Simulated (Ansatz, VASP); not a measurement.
ZrO2: VASP beside Ansatz

```xyz
3
Lattice="0.0000 2.5350 2.5350 2.5350 0.0000 2.5350 2.5350 2.5350 0.0000" Properties=species:S:1:pos:R:3 pbc="T T T"
Zr    0.0000    0.0000    0.0000
O     1.2675    1.2675    1.2675
O     3.8025    3.8025    3.8025
```

Alike in both runs: task single point; functional r2SCAN; k mesh 6 × 6 × 6; no spin polarisation.

```csv
,VASP,Ansatz
version,VASP 6.6.1,Ansatz 0.2.0
potentials or method,"VASP PAW PBE potentials, release 64 (Zr_sv, O)","plane waves, PAW"
plane-wave cutoff (eV),660,500
occupations,"gaussian, width 0.01 eV",fixed
valence electrons in the cell,24,24
```

```csv
,VASP,Ansatz,Ansatz less VASP
pressure (GPa),3.0,3.0,-0.02
```

VASP's potentials were made for PBE, not for r2SCAN. Ansatz's warnings: stress scf threshold loose.
